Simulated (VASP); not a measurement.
# ZnO (P6_3mc) in VASP: a series of runs

Aim: see how the results for ZnO move with the level of theory and the settings. Levels: PBE, PBE+D3(BJ), r2SCAN. Tasks: single point.

Everything below comes from runs of VASP 6.6.1. Logs are shortened: lines on timing, memory, paths and dates and some standing lists are left out, and cuts for length are marked.

## (1) The cell of the first run

It takes space group P6_3mc (No. 186, hexagonal). Conventional cell: a = 3.235 Å, b = 3.235 Å, c = 5.211 Å, α = 90.00°, β = 90.00°, γ = 120.00°. Within 2.6 Å of Zn (site symmetry 3m) lie 4 O at 1.97 to 1.98 Å. Within 2.6 Å of O (site symmetry 3m) lie 4 Zn at 1.97 to 1.98 Å.

## (2) Single point, PBE

Contents of INCAR:

```
SYSTEM = ZnO
ALGO = Normal ; EDIFF = 1E-7
ENCUT = 520 ; GGA = PE
ISIF = 2 ; ISMEAR = 1
LASPH = .TRUE. ; LCHARG = .FALSE.
LREAL = .FALSE. ; LWAVE = .FALSE.
NBANDS = 26 ; NELM = 100
PREC = Accurate ; SIGMA = 0.5
```

Contents of KPOINTS:

```
k-points
0
G
  6 6 4
  0 0 0
```

Contents of POSCAR:

```
ZnO
1.0
    3.2353522072      0.0000000000      0.0000000000
   -1.6176761036      2.8018972017      0.0000000000
    0.0000000000      0.0000000000      5.2109131099
Zn O
2 2
Direct
    0.3333333333      0.6666666667      0.4996551081
    0.6666666667      0.3333333333     -0.0003448919
    0.6666666667      0.3333333333      0.3793548919
    0.3333333333      0.6666666667      0.8793548919
```

Potentials or basis: VASP PAW PBE potentials, release 64 (Zn, O).

Run with:

```console
cat potpaw_PBE.64/Zn/POTCAR potpaw_PBE.64/O/POTCAR > POTCAR
mpirun -np 1 vasp_std > vasp.out
```

OUTCAR:

```text
SYSTEM = ZnO
   EDIFF = 1E-7
   ENCUT = 520
   GGA = PE
   ISIF = 2
   ISMEAR = 1
   LASPH = .TRUE.
   LREAL = .FALSE.
   NELM = 100
   PREC = Accurate

 ion  position               nearest neighbor table
   1  0.333  0.667  0.500-   3 1.97   3 1.97   3 1.97   4 1.98
   2  0.667  0.333  1.000-   4 1.97   4 1.97   4 1.97   3 1.98
   3  0.667  0.333  0.379-   1 1.97   1 1.97   1 1.97   2 1.98
   4  0.333  0.667  0.879-   2 1.97   2 1.97   2 1.97   1 1.98

  LATTYP: Found a hexagonal cell.
 ALAT       =     3.2353522072
 C/A-ratio  =     1.6106169518

  Lattice vectors:

 A1 = (   3.2353522072,   0.0000000000,   0.0000000000)
 A2 = (  -1.6176761036,   2.8018972017,   0.0000000000)
 A3 = (   0.0000000000,   0.0000000000,   5.2109131099)

Analysis of symmetry for initial positions (statically):
=====================================================================
 Subroutine PRICEL returns:
 Original cell was already a primitive cell.

 Routine SETGRP: Setting up the symmetry group for a
 hexagonal supercell.

 Subroutine GETGRP returns: Found 12 space group operations
 (whereof  6 operations were pure point group operations)
 out of a pool of 24 trial point group operations.

The static configuration has the point symmetry C_3v.
 The point group associated with its full space group is C_6v.

Analysis of symmetry for dynamics (positions and initial velocities):
=====================================================================
 Subroutine PRICEL returns:
 Original cell was already a primitive cell.

 Routine SETGRP: Setting up the symmetry group for a
 hexagonal supercell.

 Subroutine GETGRP returns: Found 12 space group operations
 (whereof  6 operations were pure point group operations)
 out of a pool of 24 trial point group operations.

The dynamic configuration has the point symmetry C_3v.
 The point group associated with its full space group is C_6v.

 Subroutine INISYM returns: Found 12 space group operations
 (whereof  6 operations are pure point group operations),
 and found     1 'primitive' translations

[... 87 lines left out ...]
   ICHARG =      2    charge: 1-file 2-atom 10-const
   ISPIN  =      1    spin polarized calculation?
   LNONCOLLINEAR =      F non collinear calculations
   LSORBIT =      F    spin-orbit coupling
   LASPH  =      T    aspherical Exc in radial PAW
   ENCUT  =  520.0 eV  38.22 Ry    6.18 a.u.   6.02  6.02  9.69*2*pi/ulx,y,z
   NELM   =    100;   NELMIN=  2; NELMDL= -5     # of ELM steps
   EDIFF  = 0.1E-06   stopping-criterion for ELM
   LREAL  =      F    real-space projection
   EDIFFG = 0.1E-05   stopping-criterion for IOM
   NSW    =      0    number of steps for IOM
   IBRION =     -1    ionic relax: 0-MD 1-quasi-New 2-CG
   NFREE  =      0    steps in history (QN), initial steepest desc. (CG)
   ISIF   =      2    stress and relaxation
   ISYM   =      2    0-nonsym 1-usesym 2-fastsym
   POTIM  = 0.5000    time-step for ionic-motion
   TEBEG  =    0.0;   TEEND  =   0.0 temperature during run
   PSTRESS=    0.0 pullay stress
   NELECT =      36.0000    total number of electrons
   NUPDOWN=      -1.0000    fix difference up-down
   EMIN   =  10.00;   EMAX   =-10.00  energy-range for DOS
   EFERMI =   0.00;   METHOD = LEGACY
   ISMEAR =     1;   SIGMA  =   0.50  broadening in eV -4-tet -1-fermi 0-gaus
   EFERMI_NEDOS =   21; number of points for ismear=-14 and -15
   IALGO  =     38    algorithm
   IMIX   =      4    mixing-type and parameters
     AMIX     =   0.40;   BMIX     =  1.00
     AMIX_MAG =   1.60;   BMIX_MAG =  1.00
  volume/ion in A,a.u.               =      11.81        79.69
  Fermi-wavevector in a.u.,A,eV,Ry     =   1.495362  2.825825 30.424107  2.236109
  Thomas-Fermi vector in A             =   2.607517
   LORBIT       =      0    0 simple, 1 ext, 2 COOP (PROOUT), +10 PAW based schemes
   GGA     = PE    functional components
   LHFCALC =     F    Hartree Fock is set to
   AEXX    =    0.0000 exact exchange contribution
   IVDW    =     0    specifies the selected vdW correction
   LEPSILON=     F    determine dielectric tensor
   LRPA    =     F    only Hartree local field effects (RPA)
 non-spin polarized calculation
 Methfessel and Paxton  Order N= 1 SIGMA  =   0.50
  energy-cutoff  :      520.00
  volume of cell :       47.24
 maximum number of plane-waves:      1296
   NGX = 13   NGY = 13   NGZ = 19

 number of electron      36.0000015 magnetization

 Free energy of the ion-electron system (eV)
  ---------------------------------------------------
  ext. energy  EPLUGINS =         0.00000000
  ---------------------------------------------------
  free energy    TOTEN  =       -17.79528914 eV

  energy without entropy =      -17.82851885  energy(sigma->0) =      -17.80636571

 E-fermi :   1.3569     XC(G=0): -10.9518

 val. band max:        1.2766204555   @ k =   0.0000   0.0000   0.0000
 cond. band min:       2.0711567500   @ k =   0.0000   0.0000   0.0000
 fundamental gap:      0.7945362945
 Fermi energy:         1.3568528758

 k-point     1 :       0.0000    0.0000    0.0000
  band No.  band energies     occupation
      1     -16.8795      2.00000
      2     -16.1456      2.00000
      3      -4.4618      2.00000
      4      -4.4618      2.00000
      5      -4.4212      2.00000
      6      -4.4055      2.00000
[... 598 lines left out ...]
     25      17.0093      0.00000
     26      17.0093      0.00000

------------------------ aborting loop because EDIFF is reached ----------------------------------------

  FORCE on cell =-STRESS in cart. coord.  units (eV):
  Direction    XX          YY          ZZ          XY          YZ          ZX
  --------------------------------------------------------------------------------------
  -------------------------------------------------------------------------------------
  Total        2.0477827      2.0477827      2.1179441      0.0000000      0.0000000      0.0000000
  in kB       69.4555336     69.4555337     71.8352297      0.0000000      0.0000000      0.0000000
  external PRESSURE =      70.2487657 kB  Pullay stress =       0.0000000 kB

 VOLUME and BASIS-vectors are now :
 -----------------------------------------------------------------------------
  energy-cutoff  :      520.00
  volume of cell :       47.24
      direct lattice vectors                 reciprocal lattice vectors
     3.235352207  0.000000000  0.000000000     0.309085359  0.178450515  0.000000000
    -1.617676104  2.801897202  0.000000000     0.000000000  0.356901031  0.000000000
     0.000000000  0.000000000  5.210913110     0.000000000  0.000000000  0.191904946

 POSITION                                       TOTAL-FORCE (eV/Angst)
 -----------------------------------------------------------------------------------
     -0.00000      1.86793      2.60366        -0.000000      0.000000      0.001740
      1.61768      0.93397      5.20912         0.000000     -0.000000      0.001740
      1.61768      0.93397      1.97679         0.000000      0.000000     -0.001740
     -0.00000      1.86793      4.58224        -0.000000      0.000000     -0.001740
 -----------------------------------------------------------------------------------
    total drift:                                0.000000      0.000001     -0.001054

  FREE ENERGIE OF THE ION-ELECTRON SYSTEM (eV)
  ---------------------------------------------------
  free  energy   TOTEN  =       -17.7952891399 eV

  energy  without entropy=      -17.8285188465  energy(sigma->0) =      -17.80636571
```

OSZICAR:

```text
N       E                     dE             d eps       ncg     rms          rms(c)
DAV:   1     0.298517476945E+03    0.29852E+03   -0.18243E+04  1116   0.203E+03
DAV:   2     0.117909882831E+02   -0.28673E+03   -0.26962E+03  1126   0.413E+02
DAV:   3    -0.203771433961E+02   -0.32168E+02   -0.31736E+02  1228   0.141E+02
DAV:   4    -0.210217521975E+02   -0.64461E+00   -0.64310E+00  1242   0.203E+01
DAV:   5    -0.210248714994E+02   -0.31193E-02   -0.31191E-02  1158   0.146E+00    0.148E+01
DAV:   6    -0.176157452464E+02    0.34091E+01   -0.64513E+00  1682   0.607E+01    0.910E+00
DAV:   7    -0.178339969358E+02   -0.21825E+00   -0.29687E+00  1122   0.166E+01    0.547E+00
DAV:   8    -0.178464478482E+02   -0.12451E-01   -0.50264E-01  1610   0.780E+00    0.165E+00
DAV:   9    -0.177922601405E+02    0.54188E-01   -0.11241E-01  1602   0.676E+00    0.287E-01
DAV:  10    -0.177951975949E+02   -0.29375E-02   -0.38583E-02  1112   0.137E+00    0.133E-01
DAV:  11    -0.177952582261E+02   -0.60631E-04   -0.53194E-04  1236   0.329E-01    0.453E-02
DAV:  12    -0.177952835308E+02   -0.25305E-04   -0.14098E-04  1428   0.331E-01    0.176E-02
DAV:  13    -0.177952941103E+02   -0.10579E-04   -0.34293E-05  1238   0.112E-01    0.188E-02
DAV:  14    -0.177952893083E+02    0.48020E-05   -0.13974E-05  1254   0.365E-02    0.235E-03
DAV:  15    -0.177952891882E+02    0.12008E-06   -0.25192E-06  1132   0.135E-02    0.129E-03
DAV:  16    -0.177952891399E+02    0.48291E-07   -0.12403E-07   632   0.379E-03
   1 F= -.17795289E+02 E0= -.17806366E+02  d E =0.332297E-01
```

Run time: 38 s. Hardware: 1 thread of Intel Xeon 8259CL, shared host; peak memory 0.16 GiB.

What came out:

* Free energy: -17.7953 eV
* Pressure: 7.0 GPa
* Band gap on the k mesh: 0.79 eV

Stress tensor (GPa, compression positive):
```
6.95 0.00 0.00
0.00 6.95 0.00
0.00 0.00 7.18
```

Caveat: the cell stands under pressure.

## (3) Single point, PBE+D3(BJ)

Contents of INCAR:

```
  PREC = Accurate
  ENCUT = 520
  EDIFF = 1E-6
  ISMEAR = 0
  SIGMA = 0.01
  LREAL = False
  LASPH = True
  NELM = 60
  ALGO = Normal
  ISIF = 2
  LWAVE = False
  LCHARG = False
  GGA = PE
  IVDW = 12
  NBANDS = 26
```

Contents of KPOINTS:

```
Automatic mesh
0
Gamma
  6 6 4
```

POSCAR is that of step 2.

Potentials or basis: VASP PAW PBE potentials, release 64 (Zn, O).

Run with:

```console
cat potpaw_PBE.64/Zn/POTCAR potpaw_PBE.64/O/POTCAR > POTCAR
mpirun -np 1 vasp_std > vasp.out
```

OUTCAR:

```text
PREC = Accurate
   ENCUT = 520
   EDIFF = 1E-6
   ISMEAR = 0
   LREAL = False
   LASPH = True
   NELM = 60
   ISIF = 2
   GGA = PE
   IVDW = 12
 IVDW          = 12

 ion  position               nearest neighbor table
   1  0.333  0.667  0.500-   3 1.97   3 1.97   3 1.97   4 1.98
   2  0.667  0.333  1.000-   4 1.97   4 1.97   4 1.97   3 1.98
   3  0.667  0.333  0.379-   1 1.97   1 1.97   1 1.97   2 1.98
   4  0.333  0.667  0.879-   2 1.97   2 1.97   2 1.97   1 1.98

  LATTYP: Found a hexagonal cell.
[... 806 lines left out ...]

  FORCE on cell =-STRESS in cart. coord.  units (eV):
  Direction    XX          YY          ZZ          XY          YZ          ZX
  --------------------------------------------------------------------------------------
  -------------------------------------------------------------------------------------
  Total       1.18614     1.18614     1.22900     0.00000     0.00000     0.00000
  in kB      40.23080    40.23080    41.68461     0.00000     0.00000     0.00000
  external pressure =       40.72 kB  Pullay stress =        0.00 kB

 VOLUME and BASIS-vectors are now :
 -----------------------------------------------------------------------------
  energy-cutoff  :      520.00
  volume of cell :       47.24
      direct lattice vectors                 reciprocal lattice vectors
     3.235352207  0.000000000  0.000000000     0.309085359  0.178450515  0.000000000
    -1.617676104  2.801897202  0.000000000     0.000000000  0.356901031  0.000000000
     0.000000000  0.000000000  5.210913110     0.000000000  0.000000000  0.191904946

 POSITION                                       TOTAL-FORCE (eV/Angst)
 -----------------------------------------------------------------------------------
     -0.00000      1.86793      2.60366        -0.000000      0.000000      0.005433
      1.61768      0.93397      5.20912        -0.000000     -0.000000      0.005433
      1.61768      0.93397      1.97679         0.000000     -0.000000     -0.005433
     -0.00000      1.86793      4.58224        -0.000000      0.000000     -0.005433
 -----------------------------------------------------------------------------------
    total drift:                                0.000000      0.000001     -0.001069

  FREE ENERGIE OF THE ION-ELECTRON SYSTEM (eV)
  ---------------------------------------------------
  free  energy   TOTEN  =       -18.7100775288 eV

  energy  without entropy=      -18.7100775288  energy(sigma->0) =      -18.71007753
```

stdout:

```text
POSCAR found type information on POSCAR ZnO
 POSCAR found :  2 types and       4 ions
 scaLAPACK will be used
 LDA part: xc-table for (Slater+PW92), standard interpolation
 POSCAR, INCAR and KPOINTS ok, starting setup
 FFT: planning ... GRIDC
 FFT: planning ... GRID_SOFT
 FFT: planning ... GRID
 WAVECAR not read
 entering main loop
```

Run time: 33 s. Hardware: 1 thread of Intel Xeon 8259CL, shared host; peak memory 0.18 GiB.

Results:

```
Free energy                : -18.7101 eV
Pressure                   : 4.1 GPa
Largest force              : 0.005 eV/Å
Band gap on the k mesh     : 0.79 eV
Dispersion energy per atom : -0.226 eV
```

Forces on the atoms (eV/Å):
```
Zn   0.000  0.000  0.005
Zn   0.000  0.000  0.005
O    0.000  0.000 -0.005
O    0.000  0.000 -0.005
```

Stress tensor (GPa, compression positive):
```
4.02 0.00 0.00
0.00 4.02 0.00
0.00 0.00 4.17
```

Caveat: the cell stands under pressure.

## (4) Single point, r2SCAN

POSCAR is that of step 3.

Contents of INCAR.step1:

```
SYSTEM = ZnO
PREC = Accurate
ENCUT = 520
ISMEAR = 0
SIGMA = 0.01
LREAL = .FALSE.
LASPH = .TRUE.
NELM = 60
NBANDS = 26
GGA = PE
ALGO = Normal
EDIFF = 1E-4
LWAVE = .TRUE.
LCHARG = .FALSE.
```

Contents of INCAR.step2:

```
SYSTEM = ZnO
PREC = Accurate
ENCUT = 520
EDIFF = 1E-6
ISMEAR = 0
SIGMA = 0.01
LREAL = .FALSE.
LASPH = .TRUE.
NELM = 60
ALGO = Normal
ISIF = 2
LWAVE = .FALSE.
LCHARG = .FALSE.
METAGGA = R2SCAN
LMIXTAU = .TRUE.
NBANDS = 26
ISTART = 1
```

Contents of KPOINTS:

```
Automatic mesh
0
G
  6 6 4
  0 0 0
```

Run with:

```console
cat potpaw_PBE.64/Zn/POTCAR potpaw_PBE.64/O/POTCAR > POTCAR
cp INCAR.step1 INCAR
mpirun -np 1 vasp_std > vasp.out
cp INCAR.step2 INCAR
mpirun -np 1 vasp_std > vasp.out
```

It took 2 min on 1 thread of Intel Xeon 8259CL, shared host; peak memory 0.17 GiB.

It converged, with:

```yaml
Free_energy: -36.3159 eV
Pressure: 1.0 GPa
Largest_force: 0.008 eV/Å
Band_gap_on_the_k_mesh: 1.23 eV
```

Forces on the atoms (eV/Å):
```
Zn   0.000  0.000 -0.008
Zn   0.000  0.000 -0.008
O    0.000  0.000  0.008
O    0.000  0.000  0.008
```

Stress tensor (GPa, compression positive):
```
0.98 0.00 0.00
0.00 0.98 0.00
0.00 0.00 1.08
```

Levels at points of the mesh, in eV from the valence-band top:
```tsv
k point	band 14	band 15	band 16	band 17	band 18	band 19	band 20	band 21	band 22	band 23
(0.00, 0.00, 0.00)	-0.82	-0.82	-0.10	0.00	0.00	1.23	5.87	8.83	13.73	13.73
(0.50, 0.00, 0.00)	-3.60	-2.87	-2.34	-1.31	-0.87	6.43	7.36	8.08	9.32	11.38
(0.00, 0.00, 0.50)	-2.25	-0.40	-0.40	-0.40	-0.40	3.94	3.94	10.83	10.83	14.03
(0.50, 0.00, 0.50)	-3.79	-1.56	-1.56	-1.41	-1.41	6.25	6.25	9.18	9.18	12.00
```

Caveat: the PAW data sets were made with another functional, which shifts forces and pressure a little.

## (5) Summary

```csv
level,smearing,gap on the mesh (eV),pressure (GPa),largest force (eV/Å)
PBE,methfessel-paxton 0.5 eV,0.79,7.0,-
PBE+D3(BJ),gaussian 0.01 eV,0.79,4.1,0.01
r2SCAN,gaussian 0.01 eV,1.23,1.0,0.01
```

Alike in all rows: task single point; potentials or basis VASP PAW PBE potentials, release 64 (Zn, O); no spin polarisation; cell as given; k mesh 6 × 6 × 4; cutoff (eV) 520.

On the cell as given the gap runs from 0.79 eV (PBE+D3(BJ)) to 1.23 eV (r2SCAN). The pressure there spans 1.0 GPa (r2SCAN) to 7.0 GPa (PBE); a positive pressure means that this level wants a larger cell, a negative one a smaller.

Caveats: the cell stands under pressure (at least some runs); the PAW data sets were made with another functional, which shifts forces and pressure a little (at least some runs).

Absolute energies hang on the potentials; compare differences alone.
